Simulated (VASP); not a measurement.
BiB2Sb3:

```xyz
6
Lattice="-2.1030 2.9779 6.3721 2.1030 -2.9779 6.3721 2.1030 2.9779 -6.3721" Properties=species:S:1:pos:R:3 pbc="T T T"
Bi    0.0000    0.0000    0.0000
B     0.0000    0.0000    8.4639
B     0.0000    0.0000    4.2802
Sb    0.0000    2.9779    0.0000
Sb    2.1030    0.0000    2.1252
Sb    0.0000    2.9779    4.2469
```

```yaml
Program: VASP 6.6.1
Task: relaxation of cell and atoms
Functional: PBEsol
Potentials_or_basis: VASP PAW PBE potentials, release 64 (Bi_d, B, Sb)
Cutoff: 600 eV
k_mesh: 6 × 6 × 6
Occupations: fermi-dirac, width 0.03 eV
Spin: no spin polarisation
```

At the start: pressure -8.2 GPa; volume 26.60 Å³/atom.

Task: How do energy, volume and symmetry change on relaxing?

Result: Over 23 steps the energy falls by 542.6 meV/atom and the volume is 21.10 Å³/atom (-20.7 %); space group Immm (No. 71, to 0.1 Å) before and after.

The path:
| step | energy change (eV) | largest force (eV/Å) | pressure (GPa) | volume (Å³) |
| --- | --- | --- | --- | --- |
| 1 | 0.0000 | 1.9144 | -8.16 | 159.62 |
| 2 | -1.3403 | 3.1087 | 0.29 | 130.31 |
| 3 | -1.3996 | 3.4293 | 4.44 | 123.45 |
| 4 | -2.2756 | 1.9865 | 6.70 | 117.04 |
| 5 | -2.3857 | 0.2126 | 12.08 | 111.51 |
| 6 | -2.4428 | 0.8952 | 9.59 | 113.59 |
| 7 | -2.9963 | 0.1724 | -2.21 | 129.05 |
| 8 | -2.9987 | 0.2029 | -1.65 | 127.93 |
| 9 | -3.0952 | 0.2444 | -0.49 | 126.57 |
| 10 | -3.1495 | 0.4497 | 1.02 | 124.78 |
| 11 | -3.1800 | 0.3863 | 0.12 | 126.56 |
| 12 | -3.1804 | 0.3803 | 0.03 | 126.76 |
| 13 | -3.2255 | 0.2596 | -0.79 | 127.90 |
| 14 | -3.2295 | 0.2119 | -1.07 | 128.36 |
| 15 | -3.2461 | 0.2054 | 0.72 | 125.81 |
| 16 | -3.2469 | 0.1872 | 0.40 | 126.24 |
| 17 | -3.2549 | 0.0482 | 0.16 | 126.53 |
| 18 | -3.2549 | 0.0582 | 0.17 | 126.51 |
| 19 | -3.2553 | 0.0211 | -0.29 | 127.04 |
| 20 | -3.2556 | 0.0192 | -0.12 | 126.83 |
| 21 | -3.2557 | 0.0113 | 0.01 | 126.60 |
| 22 | -3.2557 | 0.0121 | 0.00 | 126.62 |
| 23 | -3.2558 | 0.0072 | 0.02 | 126.57 |

Final structure:
```yaml
crystal:
  lattice:
    - [-1.74900, 2.97464, 6.08213]
    - [1.74900, -2.97464, 6.08213]
    - [1.74900, 2.97464, -6.08213]
  atoms:
    - { symbol: Bi, position: [0.00000, 0.00000, 0.00000] }
    - { symbol: B, position: [0.65128, 0.65128, 0.00000] }
    - { symbol: B, position: [0.34872, 0.34872, 0.00000] }
    - { symbol: Sb, position: [0.50000, 0.00000, 0.50000] }
    - { symbol: Sb, position: [0.22550, 0.72550, 0.50000] }
    - { symbol: Sb, position: [0.77450, 0.27450, 0.50000] }
```

Caveat: the volume moved by over 15 % at a fixed basis, so the end points are rough; the PAW data sets were made with another functional, which shifts forces and pressure a little.
